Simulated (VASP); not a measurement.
# Ru5C in VASP: further runs, part 3 of 3

VASP 6.6.1. The steps go on from the part before.

**4. Single point, LDA, collinear spin**

Input file INCAR:

```
PREC = Accurate ; ENCUT = 520
EDIFF = 1E-6 ; ISMEAR = 0
SIGMA = 0.1 ; LREAL = False
LASPH = True ; NELM = 150
ALGO = Normal ; ISIF = 2
LWAVE = False ; LCHARG = False
ISPIN = 2 ; MAGMOM = 0 0 0 0 0 2
LORBIT = 11 ; LMAXMIX = 4
LDIPOL = True ; IDIPOL = 3
DIPOL = 0.5 0.5 0.377 ; GGA = CA
NBANDS = 50
```

Input file KPOINTS:

```
regular mesh
0
Gamma
  12 12 1
```

Input file POSCAR:

```
Ru5C
1.0
    2.6740588505      0.0000000000      0.0000000000
   -1.3370294253      2.3158028958      0.0000000000
    0.0000000000      0.0000000000     25.3999246690
Ru C
5 1
Direct
    0.6666666667      0.3333333333      0.1574807820
    0.3333333333      0.6666666667      0.2406849853
    0.6666666667      0.3333333333      0.3240221034
    0.3333333333      0.6666666667      0.4078536871
    0.6666666667      0.3333333333      0.4881874585
    0.6666666667      0.3333333333      0.6444871346
```

Potentials or basis: VASP PAW LDA potentials, release 64 (Ru_pv, C).

On the command line:

```bash
cat potpaw_LDA.64/Ru_pv/POTCAR potpaw_LDA.64/C/POTCAR > POTCAR
mpirun -np 1 vasp_std > vasp.out
```

OUTCAR:

```text
PREC = Accurate
   ENCUT = 520
   EDIFF = 1E-6
   ISMEAR = 0
   LREAL = False
   LASPH = True
   NELM = 150
   ISIF = 2
   ISPIN = 2
   LORBIT = 11
   GGA = CA

 ion  position               nearest neighbor table
   1  0.667  0.333  0.157-   2 2.62   2 2.62   2 2.62
   2  0.333  0.667  0.241-   1 2.62   1 2.62   1 2.62   3 2.62   3 2.62   3 2.62
   3  0.667  0.333  0.324-   2 2.62   2 2.62   2 2.62   4 2.63   4 2.63   4 2.63
   4  0.333  0.667  0.408-   5 2.56   5 2.56   5 2.56   3 2.63   3 2.63   3 2.63
   5  0.667  0.333  0.488-   4 2.56   4 2.56   4 2.56
   6  0.667  0.333  0.644-

  LATTYP: Found a hexagonal cell.
 ALAT       =     2.6740588505
 C/A-ratio  =     9.4986408636

  Lattice vectors:

 A1 = (   2.6740588505,   0.0000000000,   0.0000000000)
 A2 = (  -1.3370294253,   2.3158028958,   0.0000000000)
 A3 = (   0.0000000000,   0.0000000000,  25.3999246690)

Analysis of symmetry for initial positions (statically):
=====================================================================
 Subroutine PRICEL returns:
 Original cell was already a primitive cell.

 Routine SETGRP: Setting up the symmetry group for a
 hexagonal supercell.

 Subroutine GETGRP returns: Found  6 space group operations
 (whereof  6 operations were pure point group operations)
 out of a pool of 24 trial point group operations.

The static configuration has the point symmetry C_3v.

Analysis of symmetry for dynamics (positions and initial velocities):
=====================================================================
 Subroutine PRICEL returns:
 Original cell was already a primitive cell.

 Routine SETGRP: Setting up the symmetry group for a
 hexagonal supercell.

 Subroutine GETGRP returns: Found  6 space group operations
 (whereof  6 operations were pure point group operations)
 out of a pool of 24 trial point group operations.

The dynamic configuration has the point symmetry C_3v.

Analysis of structural, dynamic, and magnetic symmetry:
=====================================================================
 Subroutine PRICEL returns:
 Original cell was already a primitive cell.

 Routine SETGRP: Setting up the symmetry group for a
 hexagonal supercell.

 Subroutine GETGRP returns: Found  6 space group operations
 (whereof  6 operations were pure point group operations)
 out of a pool of 24 trial point group operations.

The overall configuration has the point symmetry C_3v.

 Subroutine INISYM returns: Found  6 space group operations
 (whereof  6 operations are pure point group operations),
 and found     1 'primitive' translations

----------------------------------------------------------------------------------------

                                     Primitive cell

  volume of cell :     157.2914

  direct lattice vectors                    reciprocal lattice vectors
     2.674058850  0.000000000  0.000000000     0.373963348  0.215907840  0.000000000
    -1.337029425  2.315802896  0.000000000     0.000000000  0.431815679  0.000000000
     0.000000000  0.000000000 25.399924669     0.000000000  0.000000000  0.039370196

  length of vectors
     2.674058850  2.674058851 25.399924669     0.431815679  0.431815679  0.039370196

  position of ions in fractional coordinates (direct lattice)
     0.666666667  0.333333333  0.157480782
     0.333333333  0.666666667  0.240684985
[... 95 lines left out ...]
   EFERMI_NEDOS =   21; number of points for ismear=-14 and -15
   IALGO  =     38    algorithm
   IMIX   =      4    mixing-type and parameters
     AMIX     =   0.40;   BMIX     =  1.00
     AMIX_MAG =   1.60;   BMIX_MAG =  1.00
  volume/ion in A,a.u.               =      26.22       176.91
  Fermi-wavevector in a.u.,A,eV,Ry     =   1.273260  2.406112 22.057641  1.621191
  Thomas-Fermi vector in A             =   2.406093
   LORBIT       =     11    0 simple, 1 ext, 2 COOP (PROOUT), +10 PAW based schemes
   GGA     = CA    functional components
   LHFCALC =     F    Hartree Fock is set to
   AEXX    =    0.0000 exact exchange contribution
   IVDW    =     0    specifies the selected vdW correction
   LEPSILON=     F    determine dielectric tensor
   LRPA    =     F    only Hartree local field effects (RPA)
 spin polarized calculation
 Gauss-broadening in eV      SIGMA  =   0.10
  energy-cutoff  :      520.00
  volume of cell :      157.29
 maximum number of plane-waves:      4323
 NGX is ok and might be reduce to    20
   NGX =  9   NGY =  9   NGZ = 95

 dipolmoment           0.000000      0.000000     -0.149782 electrons x Angstroem

 number of electron      74.0000016 magnetization       0.1444041

 number of electron      74.0000016 magnetization      -0.1883655

 dipolmoment           0.000000      0.000000      0.027427 electrons x Angstroem

 Free energy of the ion-electron system (eV)
  ---------------------------------------------------
  ext. energy  EPLUGINS =         0.00000000
  ---------------------------------------------------
  free energy    TOTEN  =       -54.40180551 eV

  energy without entropy =      -54.36584305  energy(sigma->0) =      -54.38382428

 E-fermi :   2.8448     XC(G=0):  -8.0289

 val. band max:        2.8445174995   @ k =   0.2500   0.0833   0.0000
 cond. band min:       2.8502458780   @ k =   0.3333   0.1667   0.0000
 fundamental gap:      0.0057283785
 Fermi energy:         2.8448374385

 spin component 1

 k-point     1 :       0.0000    0.0000    0.0000
  band No.  band energies     occupation
      1     -40.7726      1.00000
      2     -40.4720      1.00000
      3     -39.9852      1.00000
      4     -39.8299      1.00000
      5     -39.8299      1.00000
      6     -39.7471      1.00000
[... 977 lines left out ...]
     48      11.0409      0.00000
     49      11.2937      0.00000
 Fermi energy:         2.8448374385

 spin component 2

 k-point     1 :       0.0000    0.0000    0.0000
  band No.  band energies     occupation
      1     -40.7731      1.00000
      2     -40.4726      1.00000
      3     -39.9859      1.00000
      4     -39.8304      1.00000
      5     -39.8304      1.00000
      6     -39.7474      1.00000
[... 977 lines left out ...]
     48      11.0401      0.00000
     49      11.2919      0.00000
 [bands above 49 left out]

------------------------ aborting loop because EDIFF is reached ----------------------------------------

 vacuum level on the upper side and lower side of the slab       (xc-potential included)         0.106        -0.675

  FORCE on cell =-STRESS in cart. coord.  units (eV):
  Direction    XX          YY          ZZ          XY          YZ          ZX
  --------------------------------------------------------------------------------------
  -------------------------------------------------------------------------------------
  Total       -7.7124455     -7.7124455     -2.4610868      0.0000000      0.0000000      0.0000000
  in kB      -78.5593183    -78.5593183    -25.0687413      0.0000000      0.0000000      0.0000000
  external PRESSURE =     -60.7291260 kB  Pullay stress =       0.0000000 kB

 VOLUME and BASIS-vectors are now :
 -----------------------------------------------------------------------------
  energy-cutoff  :      520.00
  volume of cell :      157.29
      direct lattice vectors                 reciprocal lattice vectors
     2.674058850  0.000000000  0.000000000     0.373963348  0.215907840  0.000000000
    -1.337029425  2.315802896  0.000000000     0.000000000  0.431815679  0.000000000
     0.000000000  0.000000000 25.399924669     0.000000000  0.000000000  0.039370196

 POSITION                                       TOTAL-FORCE (eV/Angst)
 -----------------------------------------------------------------------------------
      1.33703      0.77193      4.00000        -0.000000      0.000000      0.716571
     -0.00000      1.54387      6.11338         0.000000      0.000000     -0.735965
      1.33703      0.77193      8.23014        -0.000000      0.000000     -0.051075
     -0.00000      1.54387     10.35945        -0.000000      0.000000      0.105272
      1.33703      0.77193     12.39992         0.000000      0.000000      0.215729
      1.33703      0.77193     16.36992         0.000000     -0.000000     -0.250532
 -----------------------------------------------------------------------------------
    total drift:                               -0.000000     -0.000000      0.000386

  FREE ENERGIE OF THE ION-ELECTRON SYSTEM (eV)
  ---------------------------------------------------
  free  energy   TOTEN  =       -54.4018055064 eV

  energy  without entropy=      -54.3658430489  energy(sigma->0) =      -54.38382428

 vacuum level on the upper side and lower side of the slab         8.829         8.043

 total charge

# of ion       s       p       d       tot
------------------------------------------
    1        0.403   6.229   5.956  12.589
    2        0.419   6.336   5.978  12.733
    3        0.419   6.336   5.992  12.747
    4        0.425   6.349   5.991  12.766
    5        0.408   6.235   5.992  12.636
    6        1.057   0.851   0.000   1.908
--------------------------------------------------
tot          3.132  32.336  29.910  65.378

 magnetization (x)

# of ion       s       p       d       tot
------------------------------------------
    1       -0.000  -0.000  -0.002  -0.002
    2        0.000  -0.000  -0.001  -0.001
    3        0.000   0.000   0.001   0.001
    4       -0.000  -0.000  -0.001  -0.001
    5       -0.000  -0.000  -0.002  -0.002
    6       -0.006  -0.089   0.000  -0.095
--------------------------------------------------
tot         -0.006  -0.089  -0.005  -0.100
```

Wall time 16 min (1 thread of Intel Xeon Platinum 8259CL at 2.50GHz (Skylake/Cascade Lake), shared host); peak memory 0.35 GiB.

Results:

* Free energy: -54.4018 eV
* Largest force: 0.736 eV/Å
* Net moment: -0.19 μB per cell
* Site moments: Ru -0.00, +0.00 (each value once); C -0.10 μB
* Valence electrons inside the program's atomic spheres: Ru 12.59, 12.73, 12.75, 12.77, 12.64; C 1.91

Forces in eV/Å, atoms in the order of the input:
```
Ru   0.000  0.000  0.717
Ru   0.000  0.000 -0.736
Ru   0.000  0.000 -0.051
Ru   0.000  0.000  0.105
Ru   0.000  0.000  0.216
C    0.000  0.000 -0.251
```

**5. Summary**

| cell | gap on the mesh (eV) | moment (μB) | largest force (eV/Å) |
| --- | --- | --- | --- |
| as given, atomic positions A | none | 0.00 | 2.44 |
| as given, atomic positions B | none | 0.00 | 3.46 |
| as given, atomic positions C | none | 0.19 | 0.74 |

Alike in all rows: task single point; level LDA; potentials or basis VASP PAW LDA potentials, release 64 (Ru_pv, C); spin collinear; k mesh 12 × 12 × 1; cutoff (eV) 520; smearing gaussian 0.1 eV.

Total energies depend on the potentials used, so only differences within one code and one set of settings carry meaning.

The gap in the log of VASP goes by the Fermi energy; the results here count the filled bands.